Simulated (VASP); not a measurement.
# Au (P6_3/mmc) in VASP: vibrations by perturbation theory with PBE

Aim: the vibrations by perturbation theory of Au with PBE.

All numbers are computed with VASP 6.6.1; they aren't measurements. Logs are shortened: lines on timing, memory, paths and dates and some standing lists are left out, and cuts for length are marked.

**1. The cell of the first run**

Symmetry: P6_3/mmc, No. 194, hexagonal system. Conventional cell: a = 2.917 Å, b = 2.917 Å, c = 4.890 Å, α = 90.00°, β = 90.00°, γ = 120.00°. Au (site symmetry -6m2) has 12 Au at 2.92 to 2.97 Å within 3.8 Å.

This isn't the form of Au at room conditions, which is fcc.

**2. Vibrations by perturbation theory, PBE**

Contents of INCAR:

```
ALGO     = Normal         # electronic algorithm
EDIFF    = 1E-8           # SCF threshold, eV
ENCUT    = 500            # plane-wave cutoff, eV
GGA      = PE             # functional
GGA_COMPAT= False        
IBRION   = 8              # ionic algorithm
ISIF     = 2              # what is computed and relaxed
ISMEAR   = 0              # smearing method
LASPH    = True           # aspherical terms in the spheres
LCHARG   = False          # write CHGCAR
LREAL    = False          # projectors in reciprocal space
LWAVE    = False          # write WAVECAR
NBANDS   = 18             # bands
NELM     = 120            # most SCF steps
NSW      = 1              # ionic steps
PREC     = Accurate       # precision mode
SIGMA    = 0.15           # smearing width, eV
```

Contents of KPOINTS:

```
k-points
0
Gamma
  18 18 10
```

Contents of POSCAR:

```
Au
1.0
    2.9169619367      0.0000000000      0.0000000000
   -1.4584809683      2.5261631390      0.0000000000
    0.0000000000      0.0000000000      4.8900308251
Au
2
Direct
    0.3333333333      0.6666666667      0.7500000000
    0.6666666667      0.3333333333      0.2500000000
```

Potentials or basis: VASP PAW PBE potentials, release 64 (Au).

Run with:

```
cat potpaw_PBE.64/Au/POTCAR > POTCAR
mpirun -np 1 vasp_std > vasp.out
```

OUTCAR:

```text
EDIFF = 1E-8
   ENCUT = 500
   GGA = PE
   IBRION = 8
   ISIF = 2
   ISMEAR = 0
   LASPH = True
   LREAL = False
   NELM = 120
   NSW = 1
   PREC = Accurate

 ion  position               nearest neighbor table
   1  0.333  0.667  0.750-   2 2.97   2 2.97   2 2.97   2 2.97   2 2.97   2 2.97
   2  0.667  0.333  0.250-   1 2.97   1 2.97   1 2.97   1 2.97   1 2.97   1 2.97

  LATTYP: Found a hexagonal cell.
 ALAT       =     2.9169619367
 C/A-ratio  =     1.6764122848

  Lattice vectors:

 A1 = (   2.9169619367,   0.0000000000,   0.0000000000)
 A2 = (  -1.4584809683,   2.5261631390,   0.0000000000)
 A3 = (   0.0000000000,   0.0000000000,   4.8900308251)

Analysis of symmetry for initial positions (statically):
=====================================================================
 Subroutine PRICEL returns:
 Original cell was already a primitive cell.

 Routine SETGRP: Setting up the symmetry group for a
 hexagonal supercell.

 Subroutine GETGRP returns: Found 24 space group operations
 (whereof 12 operations were pure point group operations)
 out of a pool of 24 trial point group operations.

The static configuration has the point symmetry D_3d.
 The point group associated with its full space group is D_6h.

Analysis of symmetry for dynamics (positions and initial velocities):
=====================================================================
 Subroutine PRICEL returns:
 Original cell was already a primitive cell.

 Routine SETGRP: Setting up the symmetry group for a
 hexagonal supercell.

 Subroutine GETGRP returns: Found 24 space group operations
 (whereof 12 operations were pure point group operations)
 out of a pool of 24 trial point group operations.

The dynamic configuration has the point symmetry D_3d.
 The point group associated with its full space group is D_6h.

 Subroutine INISYM returns: Found 24 space group operations
 (whereof 12 operations are pure point group operations),
 and found     1 'primitive' translations

----------------------------------------------------------------------------------------
[... 677 lines left out ...]
 -----------------------------------------------------------------------------------
     -0.00000      1.68411      3.66752        -0.000000      0.000000      0.000000
      1.45848      0.84205      1.22251         0.000000     -0.000000      0.000000
 -----------------------------------------------------------------------------------
    total drift:                               -0.000000      0.000000     -0.000000

  FREE ENERGIE OF THE ION-ELECTRON SYSTEM (eV)
  ---------------------------------------------------
  free  energy   TOTEN  =        -6.4287726905 eV

  energy  without entropy=       -6.4192236005  energy(sigma->0) =       -6.42399815

[... ionic steps 2 to 3 ...]

--------------------------------------- Ionic step        4  -------------------------------------------

------------------------ aborting loop because EDIFF is reached ----------------------------------------

[... ionic steps 5 to 5 ...]

--------------------------------------- Ionic step        6  -------------------------------------------

 Free energy of the ion-electron system (eV)
  ---------------------------------------------------
  ---------------------------------------------------
  free energy    TOTEN  =        -0.31372141 eV

  energy without entropy =       -0.31372141

------------------------ aborting loop because EDIFF is reached ----------------------------------------

 INTERNAL STRAIN TENSOR  FOR ION    1  DIRECTION 3   (eV/Angst):
 -----------------------------------------------------------------------------
     0.01106  0.00000  0.00000
     0.00000  0.01106 -0.00000
    -0.00000 -0.00000 -0.01391

 INTERNAL STRAIN TENSOR FOR ION    2 for displacements in x,y,z  (eV/Angst):
          X           Y           Z          XY          YZ          ZX
  --------------------------------------------------------------------------------
  x     0.00000    -0.00000    -0.00000     0.27778     0.00000     0.00000
  y     0.27778    -0.27778    -0.00000    -0.00000     0.00000     0.00000
  z    -0.00000    -0.00000    -0.00000     0.00000     0.00000     0.00000

 SECOND DERIVATIVES (NOT SYMMETRIZED)
 ------------------------------------
               1X          1Y          1Z          2X          2Y          2Z
  1X    -0.425057   -0.000000    0.000000    0.425057    0.000000    0.000000
  1Y    -0.000000   -0.425057    0.000000    0.000000    0.425057    0.000000
  1Z     0.000000   -0.000000   -6.135776    0.000000    0.000000    6.135776
  2X     0.425057    0.000000    0.000000   -0.425057   -0.000000    0.000000
  2Y     0.000000    0.425057    0.000000   -0.000000   -0.425057    0.000000
  2Z     0.000000    0.000000    6.135776    0.000000   -0.000000   -6.135776

 Eigenvectors and eigenvalues of the dynamical matrix
 ----------------------------------------------------

   1 f  =    3.902158 THz    24.517981 2PiTHz  130.161975 cm-1    16.138021 meV
             X         Y         Z           dx          dy          dz
     -0.000000  1.684109  3.667523     0.000000    0.000000    0.707107
      1.458481  0.842054  1.222508     0.000000   -0.000000   -0.707107
[... 11 lines left out ...]
   4 f  =    0.000000 THz     0.000000 2PiTHz    0.000001 cm-1     0.000000 meV
             X         Y         Z           dx          dy          dz
     -0.000000  1.684109  3.667523     0.037907    0.562100   -0.427325
      1.458481  0.842054  1.222508     0.037907    0.562100   -0.427325

   5 f/i=    0.000000 THz     0.000000 2PiTHz    0.000000 cm-1     0.000000 meV
             X         Y         Z           dx          dy          dz
     -0.000000  1.684109  3.667523     0.700509    0.023760    0.093395
      1.458481  0.842054  1.222508     0.700509    0.023760    0.093395

   6 f/i=    0.000000 THz     0.000000 2PiTHz    0.000001 cm-1     0.000000 meV
             X         Y         Z           dx          dy          dz
     -0.000000  1.684109  3.667523    -0.088602    0.428345    0.555581
      1.458481  0.842054  1.222508    -0.088602    0.428345    0.555581

--------------------------------------------------------------------------------------------------------

 ELASTIC MODULI CONTR FROM IONIC RELAXATION (kBar)
 Direction    XX          YY          ZZ          XY          YZ          ZX
 --------------------------------------------------------------------------------
 XX          -8.0718      8.0718      0.0000     -0.0000      0.0000      0.0000
 YY           8.0718     -8.0718     -0.0000     -0.0000      0.0000      0.0000
 ZZ           0.0000     -0.0000     -0.0000      0.0000      0.0000      0.0000
 XY          -0.0000     -0.0000      0.0000     -8.0718      0.0000     -0.0000
 YZ           0.0000      0.0000      0.0000      0.0000      0.0000      0.0000
 ZX           0.0000      0.0000      0.0000     -0.0000      0.0000     -0.0000
 --------------------------------------------------------------------------------
```

OSZICAR:

```text
N       E                     dE             d eps       ncg     rms          rms(c)
DAV:   1     0.120290925159E+03    0.12029E+03   -0.11440E+04  8008   0.115E+03
DAV:   2    -0.482534402664E+01   -0.12512E+03   -0.11921E+03  8484   0.254E+02
DAV:   3    -0.694630533323E+01   -0.21210E+01   -0.21074E+01  9426   0.331E+01
DAV:   4    -0.695562140269E+01   -0.93161E-02   -0.93149E-02  8842   0.232E+00
[... 41 lines left out ...]
RMM:  10    -0.313721249001E+00   -0.64482E-06   -0.21369E-07 21110   0.929E-05    0.191E-05
RMM:  11    -0.313721432720E+00   -0.18372E-06   -0.58903E-07 21268   0.560E-05    0.244E-06
RMM:  12    -0.313721417818E+00    0.14902E-07   -0.28030E-07 21028   0.302E-05    0.718E-07
RMM:  13    -0.313721412821E+00    0.49975E-08   -0.16474E-08 17637   0.236E-05    0.311E-07
 Linear response finished
```

stdout:

```text
POSCAR found type information on POSCAR Au
 POSCAR found :  1 types and       2 ions
 scaLAPACK will be used
 LDA part: xc-table for (Slater+PW92), standard interpolation
 POSCAR, INCAR and KPOINTS ok, starting setup
 FFT: planning ... GRIDC
 FFT: planning ... GRID_SOFT
 FFT: planning ... GRID
 WAVECAR not read
 entering main loop
 Linear response reoptimize wavefunctions to high precision
 Linear response DOF=           2
 Linear response progress:
 first order change of Fermi-energy  -0.61269E-05
 force on displaced ion       1 direction 1 :  -0.425   0.000   0.000
 Linear response progress:
 first order change of Fermi-energy   0.11017E-03
 force on displaced ion       1 direction 3 :  -0.000  -0.000  -6.136
 Linear response finished
```

Wall time 6.2 min (1 thread of Intel Xeon 6975P-C (Granite Rapids), shared host); peak memory 1.1 GiB.

What came out:

| Property | Result |
| --- | --- |
| Highest phonon frequency at Γ | 130 cm⁻¹ |

Phonon frequencies in cm⁻¹ (negative: imaginary):
```csv
q point,frequencies
"(0.000, 0.000, 0.000)",0 0 0 34 34 130
```

Caveat: spin-orbit coupling is left out, which moves the levels of the heavy elements.
